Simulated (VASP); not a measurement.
## ZrS: single point with LDA

The system is ZrS.

```xyz
2
Lattice="0.0000 2.8219 2.6250 2.6250 0.0000 2.6250 2.6250 2.8219 0.0000" Properties=species:S:1:pos:R:3 pbc="T T T"
Zr    0.0000    0.0000    0.0000
S     2.6250    2.8219    2.6250
```

This cell differs from its parent crystal: strain +0.0750 x Voigt [0, 1, 0, 0, 0, 0].

| Quantity | Value |
| --- | --- |
| Program | VASP 6.6.1 |
| Task | single point |
| Functional | LDA |
| Potentials or basis | VASP PAW LDA potentials, release 64 (Zr_sv, S) |
| Cutoff | 520 eV |
| k mesh | 16 × 16 × 16 |
| Occupations | gaussian, width 0.15 eV |
| Spin | no spin polarisation |
| Dipole correction | no |
| Further INCAR settings | ALGO = Normal; EDIFF = 1e-07; NBANDS = 16 |

```yaml
Pressure: -14.3 GPa
Band_gap_on_the_k_mesh: zero (band 9 reaches 10.84 eV, above the bottom of band 10 at 8.55 eV)
```

Stress tensor (GPa, compression positive):
```
-11.48   0.00   0.00
  0.00 -20.04   0.00
  0.00   0.00 -11.48
```

Levels at points of the mesh, in eV from the Fermi level:
| k point | band 6 | band 7 | band 8 | band 9 | band 10 | band 11 | band 12 | band 13 |
| --- | --- | --- | --- | --- | --- | --- | --- | --- |
| (0.00, 0.00, 0.00) | -3.48 | -3.39 | -3.39 | -1.63 | -0.95 | -0.95 | -0.93 | -0.48 |
| (0.50, 0.00, 0.00) | -7.60 | -5.69 | -5.62 | 1.23 | 1.42 | 1.63 | 1.87 | 4.33 |
| (0.50, 0.50, 0.00) | -5.89 | -4.44 | -4.36 | -3.05 | 0.51 | 1.80 | 2.32 | 2.53 |
| (0.50, 0.00, 0.50) | -6.22 | -4.13 | -4.13 | -3.13 | 0.29 | 2.09 | 2.09 | 2.47 |

It took 120 s on 1 thread of AMD EPYC 9R45 96-Core Processor (Zen 5), with other jobs on the host, peak memory 0.28 GiB.

Caveat: the cell differs from its parent crystal (strain +0.0750 x Voigt [0, 1, 0, 0, 0, 0]).
